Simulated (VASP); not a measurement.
# TaN (P6/mmm) in VASP: a series of runs

Runs on TaN. Level: LDA. Tasks: single point.

Program: VASP 6.6.1. These are calculated values, not measurements. Logs are shortened: lines on timing, memory, paths and dates and some standing lists are left out, and cuts for length are marked.

## Step 1: The cell of the first run

It takes space group P6/mmm (No. 191, hexagonal). The conventional cell has a = 5.191 Å, b = 5.191 Å, c = 2.908 Å, α = 90.00°, β = 90.00°, γ = 120.00°. Ta (site symmetry 6/mmm) has 6 N at 2.60 Å and 14 Ta at 2.91 to 3.33 Å within 3.4 Å. Within 2.8 Å of Ta (site symmetry -6m2) lie 6 N at 2.09 Å. Within 2.8 Å of N (site symmetry mmm) lie 6 Ta at 2.09 to 2.60 Å and 4 N at 2.60 Å.

## Step 2: Single point, LDA

INCAR reads:

```
PREC = Accurate
ENCUT = 520
EDIFF = 1E-6
ISMEAR = -1
SIGMA = 0.1
LREAL = F
LASPH = T
NELM = 100
ALGO = Normal
ISIF = 2
LWAVE = F
LCHARG = F
NBANDS = 33
```

KPOINTS reads:

```
regular mesh
0
Gamma
  2 2 3
```

POSCAR reads:

```
TaN
1.0
    5.1910000000      0.0000000000      0.0000000000
   -2.5955000000      4.4955378700      0.0000000000
    0.0000000000      0.0000000000      2.9080000000
Ta N
3 3
Direct
    0.0000000000      0.0000000000      0.0000000000
    0.3333333333      0.6666666667      0.5000000000
    0.6666666667      0.3333333333      0.5000000000
    0.5000000000      0.0000000000      0.0000000000
    0.5000000000      0.5000000000      0.0000000000
    0.0000000000      0.5000000000      0.0000000000
```

Potentials or basis: VASP PAW LDA potentials, release 64 (Ta_pv, N).

The run is started by

```bash
> cat potpaw_LDA.64/Ta_pv/POTCAR potpaw_LDA.64/N/POTCAR > POTCAR
> mpirun -np 1 vasp_std > vasp.out
```

OUTCAR:

```text
PREC = Accurate
   ENCUT = 520
   EDIFF = 1E-6
   ISMEAR = -1
   LREAL = F
   LASPH = T
   NELM = 100
   ISIF = 2

 ion  position               nearest neighbor table
   1  0.000  0.000  0.000-   5 2.60   6 2.60   6 2.60   5 2.60   4 2.60   4 2.60   2 3.33   3 3.33
                             2 3.33   3 3.33   2 3.33   2 3.33   3 3.33   3 3.33   2 3.33   3 3.33
   2  0.333  0.667  0.500-   4 2.09   4 2.09   6 2.09   6 2.09   5 2.09   5 2.09   3 3.00   3 3.00
                             3 3.00   1 3.33   1 3.33   1 3.33   1 3.33   1 3.33   1 3.33
   3  0.667  0.333  0.500-   4 2.09   4 2.09   6 2.09   6 2.09   5 2.09   5 2.09   2 3.00   2 3.00
                             2 3.00   1 3.33   1 3.33   1 3.33   1 3.33   1 3.33   1 3.33
   4  0.500  0.000  0.000-   2 2.09   3 2.09   2 2.09   3 2.09   1 2.60   1 2.60
   5  0.500  0.500  0.000-   2 2.09   3 2.09   2 2.09   3 2.09   1 2.60   1 2.60
   6  0.000  0.500  0.000-   2 2.09   3 2.09   2 2.09   3 2.09   1 2.60   1 2.60

  LATTYP: Found a hexagonal cell.
 ALAT       =     5.1910000000
 C/A-ratio  =     0.5602003468

  Lattice vectors:

 A1 = (   5.1910000000,   0.0000000000,   0.0000000000)
 A2 = (  -2.5955000000,   4.4955378700,   0.0000000000)
 A3 = (   0.0000000000,   0.0000000000,   2.9080000000)

Analysis of symmetry for initial positions (statically):
=====================================================================
 Subroutine PRICEL returns:
 Original cell was already a primitive cell.

 Routine SETGRP: Setting up the symmetry group for a
 hexagonal supercell.

 Subroutine GETGRP returns: Found 24 space group operations
 (whereof 24 operations were pure point group operations)
 out of a pool of 24 trial point group operations.

The static configuration has the point symmetry D_6h.

Analysis of symmetry for dynamics (positions and initial velocities):
=====================================================================
 Subroutine PRICEL returns:
 Original cell was already a primitive cell.

 Routine SETGRP: Setting up the symmetry group for a
 hexagonal supercell.

 Subroutine GETGRP returns: Found 24 space group operations
 (whereof 24 operations were pure point group operations)
 out of a pool of 24 trial point group operations.

The dynamic configuration has the point symmetry D_6h.

 Subroutine INISYM returns: Found 24 space group operations
 (whereof 24 operations are pure point group operations),
 and found     1 'primitive' translations

----------------------------------------------------------------------------------------

                                     Primitive cell

  volume of cell :      67.8621

  direct lattice vectors                    reciprocal lattice vectors
     5.191000000  0.000000000  0.000000000     0.192641110  0.111221397  0.000000000
    -2.595500000  4.495537870  0.000000000     0.000000000  0.222442793  0.000000000
     0.000000000  0.000000000  2.908000000     0.000000000  0.000000000  0.343878955

  length of vectors
     5.191000000  5.190999999  2.908000000     0.222442793  0.222442793  0.343878955

  position of ions in fractional coordinates (direct lattice)
     0.000000000  0.000000000  0.000000000
     0.333333333  0.666666667  0.500000000
     0.666666667  0.333333333  0.500000000
     0.500000000  0.000000000  0.000000000
     0.500000000  0.500000000  0.000000000
     1.000000000  0.500000000  0.000000000

  ion indices of the primitive-cell ions
   primitive index   ion index
                 1           1
                 2           2
                 3           3
                 4           4
                 5           5
                 6           6

----------------------------------------------------------------------------------------

 KPOINTS: regular mesh

Automatic generation of k-mesh.
 Grid dimensions read from file:
 generate k-points for:    2    2    3

 Generating k-lattice:

  Cartesian coordinates                     Fractional coordinates (reciprocal lattice)
     0.096320555  0.055610698  0.000000000     0.500000000 -0.000000000  0.000000000
     0.000000000  0.111221397  0.000000000     0.000000000  0.500000000  0.000000000
     0.000000000  0.000000000  0.114626318     0.000000000  0.000000000  0.333333333

  Length of vectors
     0.111221396  0.111221397  0.114626318

  Shift w.r.t. Gamma in fractional coordinates (k-lattice)
     0.000000000  0.000000000  0.000000000

 Subroutine IBZKPT returns following result:
 ===========================================

 Found      4 irreducible k-points:

 Following reciprocal coordinates:
            Coordinates               Weight
  0.000000  0.000000  0.000000      1.000000
  0.500000  0.000000  0.000000      3.000000
  0.000000  0.000000  0.333333      2.000000
  0.500000  0.000000  0.333333      6.000000
   k-points           NKPTS =      4   k-points in BZ     NKDIM =      4   number of bands    NBANDS=     33
   number of dos      NEDOS =    301   number of ions     NIONS =      6
   total plane-waves  NPLWV =  38400
   dimension x,y,z NGX =    40 NGY =   40 NGZ =   24
   dimension x,y,z NGXF=    80 NGYF=   80 NGZF=   48
   ions per type =               3   3
   NGX,Y,Z   is equivalent  to a cutoff of  12.81, 12.81, 13.72 a.u.
   NGXF,Y,Z  is equivalent  to a cutoff of  25.62, 25.62, 27.44 a.u.
 SYSTEM =  unknown system
   PREC   = accura    normal or accurate (medium, high low for compatibility)
   ISTART =      0    job   : 0-new  1-cont  2-samecut
   ICHARG =      2    charge: 1-file 2-atom 10-const
   ISPIN  =      1    spin polarized calculation?
   LNONCOLLINEAR =      F non collinear calculations
   LSORBIT =      F    spin-orbit coupling
   LASPH  =      T    aspherical Exc in radial PAW
   ENCUT  =  520.0 eV  38.22 Ry    6.18 a.u.   9.65  9.65  5.41*2*pi/ulx,y,z
   NELM   =    100;   NELMIN=  2; NELMDL= -5     # of ELM steps
   EDIFF  = 0.1E-05   stopping-criterion for ELM
   LREAL  =      F    real-space projection
   EDIFFG = 0.1E-04   stopping-criterion for IOM
   NSW    =      0    number of steps for IOM
   IBRION =     -1    ionic relax: 0-MD 1-quasi-New 2-CG
   NFREE  =      0    steps in history (QN), initial steepest desc. (CG)
   ISIF   =      2    stress and relaxation
   ISYM   =      2    0-nonsym 1-usesym 2-fastsym
   POTIM  = 0.5000    time-step for ionic-motion
   TEBEG  =    0.0;   TEEND  =   0.0 temperature during run
   PSTRESS=    0.0 pullay stress
   NELECT =      48.0000    total number of electrons
   NUPDOWN=      -1.0000    fix difference up-down
   EMIN   =  10.00;   EMAX   =-10.00  energy-range for DOS
   EFERMI =   0.00;   METHOD = LEGACY
   ISMEAR =    -1;   SIGMA  =   0.10  broadening in eV -4-tet -1-fermi 0-gaus
   EFERMI_NEDOS =   21; number of points for ismear=-14 and -15
   IALGO  =     38    algorithm
   IMIX   =      4    mixing-type and parameters
     AMIX     =   0.40;   BMIX     =  1.00
     AMIX_MAG =   1.60;   BMIX_MAG =  1.00
  volume/ion in A,a.u.               =      11.31        76.33
  Fermi-wavevector in a.u.,A,eV,Ry     =   1.458634  2.756418 28.947918  2.127612
  Thomas-Fermi vector in A             =   2.575295
   LORBIT       =      0    0 simple, 1 ext, 2 COOP (PROOUT), +10 PAW based schemes
   GGA     = CA    functional components
   LHFCALC =     F    Hartree Fock is set to
   AEXX    =    0.0000 exact exchange contribution
   IVDW    =     0    specifies the selected vdW correction
   LEPSILON=     F    determine dielectric tensor
   LRPA    =     F    only Hartree local field effects (RPA)
 non-spin polarized calculation
  energy-cutoff  :      520.00
  volume of cell :       67.86
 maximum number of plane-waves:      1835
 NGX is ok and might be reduce to    40
   NGX = 19   NGY = 19   NGZ = 11

 number of electron      48.0000007 magnetization

 Free energy of the ion-electron system (eV)
  ---------------------------------------------------
  ext. energy  EPLUGINS =         0.00000000
  ---------------------------------------------------
  free energy    TOTEN  =       -71.44356239 eV

  energy without entropy =      -71.39219299  energy(sigma->0) =      -71.41787769

 E-fermi :   7.4956     XC(G=0): -13.2748

 val. band max:        7.3758445649   @ k =   0.0000   0.0000   0.3333
 cond. band min:       8.2424311314   @ k =   0.0000   0.0000   0.3333
 fundamental gap:      0.8665865665
 Fermi energy:         7.4955858962

 k-point     1 :       0.0000    0.0000    0.0000
  band No.  band energies     occupation
      1     -27.9616      2.00000
      2     -27.9616      2.00000
      3     -27.6491      2.00000
      4     -27.6491      2.00000
      5     -27.3810      2.00000
      6     -27.3597      2.00000
      7     -27.3597      2.00000
      8     -27.2431      2.00000
      9     -26.6133      2.00000
     10     -10.0869      2.00000
     11      -6.7322      2.00000
     12      -6.7322      2.00000
     13      -2.1396      2.00000
     14       0.9689      2.00000
     15       0.9689      2.00000
     16       1.9403      2.00000
     17       1.9403      2.00000
     18       2.4622      2.00000
     19       5.0246      2.00000
     20       5.1720      2.00000
     21       5.1720      2.00000
     22       5.7006      2.00000
     23       5.8628      2.00000
     24       6.6936      1.99934
     25       6.6936      1.99934
     26       8.7796      0.00001
     27       8.7796      0.00001
     28       9.2117      0.00000
     29      10.1832      0.00000
     30      10.1832      0.00000
     31      11.1070      0.00000
     32      11.1808      0.00000
     33      11.1808      0.00000

 k-point     2 :       0.5000    0.0000    0.0000
  band No.  band energies     occupation
      1     -28.0495      2.00000
      2     -27.8410      2.00000
      3     -27.6722      2.00000
      4     -27.4706      2.00000
      5     -27.4605      2.00000
      6     -27.4565      2.00000
      7     -27.3334      2.00000
      8     -27.2888      2.00000
      9     -26.6162      2.00000
     10      -9.0677      2.00000
     11      -8.2481      2.00000
     12      -6.6472      2.00000
     13      -0.6084      2.00000
     14       0.0585      2.00000
     15       1.7563      2.00000
     16       1.8165      2.00000
     17       1.8572      2.00000
     18       2.2252      2.00000
     19       2.6264      2.00000
     20       3.5261      2.00000
     21       4.5468      2.00000
     22       5.2763      2.00000
     23       6.4154      1.99996
     24       7.2776      1.79679
     25       9.3632      0.00000
     26       9.8260      0.00000
     27       9.8447      0.00000
     28      10.3154      0.00000
     29      10.3894      0.00000
     30      10.5120      0.00000
     31      11.0201      0.00000
     32      11.6971      0.00000
     33      11.9148      0.00000

 k-point     3 :       0.0000    0.0000    0.3333
  band No.  band energies     occupation
      1     -28.0996      2.00000
      2     -27.8943      2.00000
      3     -27.8421      2.00000
      4     -27.8421      2.00000
      5     -27.5147      2.00000
      6     -27.5147      2.00000
      7     -27.3553      2.00000
      8     -27.3553      2.00000
      9     -27.1124      2.00000
     10      -8.0636      2.00000
     11      -7.5966      2.00000
     12      -7.5966      2.00000
     13       0.2670      2.00000
     14       0.4373      2.00000
     15       0.4373      2.00000
     16       1.1635      2.00000
     17       1.6665      2.00000
     18       1.6665      2.00000
     19       3.6214      2.00000
     20       3.6214      2.00000
     21       6.1281      2.00000
     22       6.3376      1.99998
     23       6.3376      1.99998
     24       7.3758      1.53613
     25       8.2424      0.00114
     26       8.2424      0.00114
     27       9.4985      0.00000
     28      10.5444      0.00000
     29      11.0334      0.00000
     30      11.0334      0.00000
     31      11.3638      0.00000
     32      11.3638      0.00000
     33      12.0682      0.00000

 k-point     4 :       0.5000    0.0000    0.3333
  band No.  band energies     occupation
      1     -28.0596      2.00000
      2     -27.9648      2.00000
      3     -27.8888      2.00000
      4     -27.7406      2.00000
      5     -27.5380      2.00000
      6     -27.4491      2.00000
      7     -27.4247      2.00000
      8     -27.3726      2.00000
      9     -27.0969      2.00000
     10      -7.7661      2.00000
     11      -7.6829      2.00000
     12      -7.5468      2.00000
     13      -0.3989      2.00000
     14       0.2176      2.00000
     15       1.2225      2.00000
     16       1.2388      2.00000
     17       1.9313      2.00000
     18       2.1119      2.00000
     19       2.1933      2.00000
     20       3.5307      2.00000
     21       4.3170      2.00000
     22       5.9931      2.00000
     23       6.4534      1.99994
     24       7.1746      1.92244
     25       8.7618      0.00001
     26       9.8345      0.00000
     27       9.9174      0.00000
     28      10.7717      0.00000
     29      11.0788      0.00000
     30      11.2731      0.00000
     31      11.3491      0.00000
     32      11.4914      0.00000
     33      13.1502      0.00000

------------------------ aborting loop because EDIFF is reached ----------------------------------------

  FORCE on cell =-STRESS in cart. coord.  units (eV):
  Direction    XX          YY          ZZ          XY          YZ          ZX
  --------------------------------------------------------------------------------------
  -------------------------------------------------------------------------------------
  Total       -1.2096039     -1.2096039     -2.3264624      0.0000000      0.0000000      0.0000000
  in kB      -28.5579269    -28.5579269    -54.9261972      0.0000000      0.0000000      0.0000000
  external PRESSURE =     -37.3473503 kB  Pullay stress =       0.0000000 kB

 VOLUME and BASIS-vectors are now :
 -----------------------------------------------------------------------------
  energy-cutoff  :      520.00
  volume of cell :       67.86
      direct lattice vectors                 reciprocal lattice vectors
     5.191000000  0.000000000  0.000000000     0.192641110  0.111221397  0.000000000
    -2.595500000  4.495537870  0.000000000     0.000000000  0.222442793  0.000000000
     0.000000000  0.000000000  2.908000000     0.000000000  0.000000000  0.343878955

 POSITION                                       TOTAL-FORCE (eV/Angst)
 -----------------------------------------------------------------------------------
      0.00000      0.00000      0.00000        -0.000000      0.000000     -0.000000
     -0.00000      2.99703      1.45400         0.000000     -0.000000     -0.000000
      2.59550      1.49851      1.45400        -0.000000      0.000000      0.000000
      2.59550      0.00000      0.00000        -0.000000      0.000000     -0.000000
      1.29775      2.24777      0.00000        -0.000000      0.000000     -0.000000
     -1.29775      2.24777      0.00000        -0.000000      0.000000     -0.000000
 -----------------------------------------------------------------------------------
    total drift:                               -0.000000      0.000000     -0.000000

  FREE ENERGIE OF THE ION-ELECTRON SYSTEM (eV)
  ---------------------------------------------------
  free  energy   TOTEN  =       -71.4435623943 eV

  energy  without entropy=      -71.3921929851  energy(sigma->0) =      -71.41787769
```

It took 22 s on 1 thread of AMD EPYC 7R13, shared host; peak memory 0.13 GiB.

What came out:

```yaml
Free_energy: -71.4436 eV
Pressure: -3.7 GPa
Band_gap_on_the_k_mesh: zero (band 24 reaches 7.38 eV, above the bottom of band 25 at 6.69 eV)
```

Levels at points of the mesh, in eV from the Fermi level:
| k point | band 22 | band 23 | band 24 | band 25 | band 26 | band 27 |
| --- | --- | --- | --- | --- | --- | --- |
| (0.00, 0.00, 0.00) | -1.79 | -1.63 | -0.80 | -0.80 | 1.28 | 1.28 |
| (0.50, 0.00, 0.00) | -2.22 | -1.08 | -0.22 | 1.87 | 2.33 | 2.35 |

Caveat: the k points lie up to 0.72 Å⁻¹ apart; spin-orbit coupling is left out, which moves the levels of the heavy elements.

[end of part 1 of 2]
